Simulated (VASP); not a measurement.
# SnTe5 (P-62m) in VASP: further runs, part 2 of 2

VASP 6.6.1.

## 3. Single point, PBE

This run uses another cell than the first one, of 33.05 Å³/atom.

INCAR

```
ALGO = Normal ; EDIFF = 1E-6
ENCUT = 520 ; GGA = PE
ISIF = 2 ; ISMEAR = 0
LASPH = T ; LCHARG = T
LELF = T ; LREAL = F
LVHAR = T ; LWAVE = F
NBANDS = 31 ; NELM = 80
PREC = Accurate ; SIGMA = 0.1
```

KPOINTS

```
k-points
0
Gamma
  3 3 4
```

POSCAR

```
SnTe5
1.0
    6.1296170700      0.0000000000      0.0000000000
   -3.0648085400      5.3084041000      0.0000000000
    0.0000000000      0.0000000000      6.0938433100
Sn Te
1 5
Direct
    0.0000000000      0.0000000000      0.5000000000
    0.6700041300      0.0000000000      0.0000000000
    0.3299958700      0.3299958700      0.0000000000
    0.0000000000      0.6700041300      0.0000000000
    0.6666666700      0.3333333300      0.5000000000
    0.3333333300      0.6666666700      0.5000000000
```

Potentials or basis: VASP PAW PBE potentials, release 64 (Sn_d, Te).

Started as:

```
$ cat potpaw_PBE.64/Sn_d/POTCAR potpaw_PBE.64/Te/POTCAR > POTCAR
$ mpirun -np 1 vasp_std > vasp.out
```

OUTCAR:

```text
EDIFF = 1E-6
   ENCUT = 520
   GGA = PE
   ISIF = 2
   ISMEAR = 0
   LASPH = T
   LREAL = F
   NELM = 80
   PREC = Accurate

 ion  position               nearest neighbor table
   1  0.000  0.000  0.500-   5 3.54   6 3.54   5 3.54   6 3.54   5 3.54   6 3.54   3 3.66   3 3.66
                             2 3.66   2 3.66   4 3.66   4 3.66
   2  0.670  0.000  0.000-   3 3.50   4 3.50   4 3.56   3 3.56   4 3.56   3 3.56   1 3.66   1 3.66
                             5 3.67   5 3.67   6 3.67   6 3.67
   3  0.330  0.330  0.000-   2 3.50   4 3.50   4 3.56   2 3.56   2 3.56   4 3.56   1 3.66   1 3.66
                             5 3.67   5 3.67   6 3.67   6 3.67
   4  0.000  0.670  0.000-   3 3.50   2 3.50   3 3.56   2 3.56   2 3.56   3 3.56   1 3.66   1 3.66
                             6 3.67   6 3.67   5 3.67   5 3.67
   5  0.667  0.333  0.500-   6 3.54   6 3.54   1 3.54   1 3.54   1 3.54   6 3.54   2 3.67   2 3.67
                             4 3.67   4 3.67   3 3.67   3 3.67
   6  0.333  0.667  0.500-   5 3.54   5 3.54   1 3.54   1 3.54   1 3.54   5 3.54   4 3.67   4 3.67
                             2 3.67   2 3.67   3 3.67   3 3.67

  LATTYP: Found a hexagonal cell.
 ALAT       =     6.1296170700
 C/A-ratio  =     0.9941637855

  Lattice vectors:

 A1 = (   6.1296170700,   0.0000000000,   0.0000000000)
 A2 = (  -3.0648085400,   5.3084041000,   0.0000000000)
 A3 = (   0.0000000000,   0.0000000000,   6.0938433100)

Analysis of symmetry for initial positions (statically):
=====================================================================
 Subroutine PRICEL returns:
 Original cell was already a primitive cell.

 Routine SETGRP: Setting up the symmetry group for a
 hexagonal supercell.

 Subroutine GETGRP returns: Found 12 space group operations
 (whereof 12 operations were pure point group operations)
 out of a pool of 24 trial point group operations.

The static configuration has the point symmetry D_3h.

Analysis of symmetry for dynamics (positions and initial velocities):
=====================================================================
 Subroutine PRICEL returns:
 Original cell was already a primitive cell.

 Routine SETGRP: Setting up the symmetry group for a
 hexagonal supercell.

 Subroutine GETGRP returns: Found 12 space group operations
 (whereof 12 operations were pure point group operations)
 out of a pool of 24 trial point group operations.

The dynamic configuration has the point symmetry D_3h.

 Subroutine INISYM returns: Found 12 space group operations
 (whereof 12 operations are pure point group operations),
 and found     1 'primitive' translations

----------------------------------------------------------------------------------------

                                     Primitive cell

  volume of cell :     198.2844

  direct lattice vectors                    reciprocal lattice vectors
     6.129617070  0.000000000  0.000000000     0.163142328  0.094190267  0.000000000
    -3.064808540  5.308404100  0.000000000     0.000000000  0.188380534  0.000000000
     0.000000000  0.000000000  6.093843310     0.000000000  0.000000000  0.164100051

  length of vectors
     6.129617070  6.129617074  6.093843310     0.188380534  0.188380534  0.164100051

  position of ions in fractional coordinates (direct lattice)
     0.000000000  0.000000000  0.500000000
     0.670004130  0.000000000  0.000000000
     0.329995870  0.329995870  0.000000000
     0.000000000  0.670004130  0.000000000
[... 46 lines left out ...]
  0.000000  0.000000  0.500000      1.000000
  0.333333  0.000000  0.500000      6.000000
  0.333333  0.333333  0.500000      2.000000
   k-points           NKPTS =      9   k-points in BZ     NKDIM =      9   number of bands    NBANDS=     31
   number of dos      NEDOS =    301   number of ions     NIONS =      6
   total plane-waves  NPLWV = 110592
   dimension x,y,z NGX =    48 NGY =   48 NGZ =   48
   dimension x,y,z NGXF=    96 NGYF=   96 NGZF=   96
   ions per type =               1   5
   NGX,Y,Z   is equivalent  to a cutoff of  13.02, 13.02, 13.09 a.u.
   NGXF,Y,Z  is equivalent  to a cutoff of  26.04, 26.04, 26.19 a.u.
 SYSTEM =  unknown system
   PREC   = accura    normal or accurate (medium, high low for compatibility)
   ISTART =      0    job   : 0-new  1-cont  2-samecut
   ICHARG =      2    charge: 1-file 2-atom 10-const
   ISPIN  =      1    spin polarized calculation?
   LNONCOLLINEAR =      F non collinear calculations
   LSORBIT =      F    spin-orbit coupling
   LASPH  =      T    aspherical Exc in radial PAW
   ENCUT  =  520.0 eV  38.22 Ry    6.18 a.u.  11.40 11.40 11.33*2*pi/ulx,y,z
   NELM   =     80;   NELMIN=  2; NELMDL= -5     # of ELM steps
   EDIFF  = 0.1E-05   stopping-criterion for ELM
   LREAL  =      F    real-space projection
   EDIFFG = 0.1E-04   stopping-criterion for IOM
   NSW    =      0    number of steps for IOM
   IBRION =     -1    ionic relax: 0-MD 1-quasi-New 2-CG
   NFREE  =      0    steps in history (QN), initial steepest desc. (CG)
   ISIF   =      2    stress and relaxation
   ISYM   =      2    0-nonsym 1-usesym 2-fastsym
   POTIM  = 0.5000    time-step for ionic-motion
   TEBEG  =    0.0;   TEEND  =   0.0 temperature during run
   PSTRESS=    0.0 pullay stress
   NELECT =      44.0000    total number of electrons
   NUPDOWN=      -1.0000    fix difference up-down
   EMIN   =  10.00;   EMAX   =-10.00  energy-range for DOS
   EFERMI =   0.00;   METHOD = LEGACY
   ISMEAR =     0;   SIGMA  =   0.10  broadening in eV -4-tet -1-fermi 0-gaus
   EFERMI_NEDOS =   21; number of points for ismear=-14 and -15
   IALGO  =     38    algorithm
   IMIX   =      4    mixing-type and parameters
     AMIX     =   0.40;   BMIX     =  1.00
     AMIX_MAG =   1.60;   BMIX_MAG =  1.00
  volume/ion in A,a.u.               =      33.05       223.01
  Fermi-wavevector in a.u.,A,eV,Ry     =   0.991127  1.872959 13.365461  0.982334
  Thomas-Fermi vector in A             =   2.122847
   LORBIT       =      0    0 simple, 1 ext, 2 COOP (PROOUT), +10 PAW based schemes
   GGA     = PE    functional components
   LHFCALC =     F    Hartree Fock is set to
   AEXX    =    0.0000 exact exchange contribution
   IVDW    =     0    specifies the selected vdW correction
   LEPSILON=     F    determine dielectric tensor
   LRPA    =     F    only Hartree local field effects (RPA)
 non-spin polarized calculation
 Gauss-broadening in eV      SIGMA  =   0.10
  energy-cutoff  :      520.00
  volume of cell :      198.28
 maximum number of plane-waves:      5362
 NGX is ok and might be reduce to    48
   NGX = 23   NGY = 23   NGZ = 23

 number of electron      44.0000003 magnetization

 Free energy of the ion-electron system (eV)
  ---------------------------------------------------
  ext. energy  EPLUGINS =         0.00000000
  ---------------------------------------------------
  free energy    TOTEN  =       -17.32011154 eV

  energy without entropy =      -17.27897708  energy(sigma->0) =      -17.29954431

 E-fermi :   5.9251     XC(G=0):  -9.4198

 val. band max:        5.9176807298   @ k =   0.3333   0.0000   0.5000
 cond. band min:       5.9717725050   @ k =   0.3333   0.0000   0.0000
 fundamental gap:      0.0540917753
 Fermi energy:         5.9250970518

 k-point     1 :       0.0000    0.0000    0.0000
  band No.  band energies     occupation
      1     -15.9076      2.00000
      2     -15.9051      2.00000
      3     -15.9051      2.00000
      4     -15.9005      2.00000
      5     -15.9005      2.00000
      6      -6.6402      2.00000
[... 295 lines left out ...]
     30      11.5632      0.00000
     31      11.6745      0.00000

------------------------ aborting loop because EDIFF is reached ----------------------------------------

  FORCE on cell =-STRESS in cart. coord.  units (eV):
  Direction    XX          YY          ZZ          XY          YZ          ZX
  --------------------------------------------------------------------------------------
  -------------------------------------------------------------------------------------
  Total       -5.3467246     -5.3467246     -6.8588456      0.0000000      0.0000000      0.0000000
  in kB      -43.2025912    -43.2025912    -55.4208276      0.0000000      0.0000000      0.0000000
  external PRESSURE =     -47.2753367 kB  Pullay stress =       0.0000000 kB

 VOLUME and BASIS-vectors are now :
 -----------------------------------------------------------------------------
  energy-cutoff  :      520.00
  volume of cell :      198.28
      direct lattice vectors                 reciprocal lattice vectors
     6.129617070  0.000000000  0.000000000     0.163142328  0.094190267  0.000000000
    -3.064808540  5.308404100  0.000000000     0.000000000  0.188380534  0.000000000
     0.000000000  0.000000000  6.093843310     0.000000000  0.000000000  0.164100051

 POSITION                                       TOTAL-FORCE (eV/Angst)
 -----------------------------------------------------------------------------------
      0.00000      0.00000      3.04692         0.000000     -0.000000      0.000000
      4.10687      0.00000      0.00000         0.073958      0.000000     -0.000000
      1.01137      1.75175      0.00000        -0.036979     -0.064049     -0.000000
     -2.05343      3.55665      0.00000        -0.036979      0.064049      0.000000
      3.06481      1.76947      3.04692         0.000000      0.000000      0.000000
     -0.00000      3.53894      3.04692         0.000000      0.000000      0.000000
 -----------------------------------------------------------------------------------
    total drift:                               -0.000000     -0.000000     -0.000000

  FREE ENERGIE OF THE ION-ELECTRON SYSTEM (eV)
  ---------------------------------------------------
  free  energy   TOTEN  =       -17.3201115415 eV

  energy  without entropy=      -17.2789770836  energy(sigma->0) =      -17.29954431
```

Run time: 63 s. Hardware: 1 thread of Intel Xeon Platinum 8488C (Sapphire Rapids), shared host; peak memory 0.33 GiB.

What came out:

```
Free energy            : -17.3201 eV
Pressure               : -4.7 GPa
Largest force          : 0.074 eV/Å
Band gap on the k mesh : zero (bands 22 and 23 overlap by 1.85 eV)
```

Forces in eV/Å, atoms in the order of the input:
```
Sn   0.000  0.000  0.000
Te   0.074  0.000  0.000
Te  -0.037 -0.064  0.000
Te  -0.037  0.064  0.000
Te   0.000  0.000  0.000
Te   0.000  0.000  0.000
```

Stress tensor (GPa, compression positive):
```
-4.32  0.00  0.00
 0.00 -4.32  0.00
 0.00  0.00 -5.54
```

Levels at points of the mesh, in eV from the Fermi level:
```csv
k point,band 20,band 21,band 22,band 23,band 24,band 25
"(0.00, 0.00, 0.00)",-1.46,-1.19,-1.19,-1.18,-0.12,1.97
"(0.00, 0.00, 0.50)",-1.86,-1.72,0.67,0.78,0.78,2.08
```

Caveat: the k points lie up to 0.39 Å⁻¹ apart, too coarse for converged energies and pressures of a metal; spin-orbit coupling is left out, which moves the levels of the heavy elements.
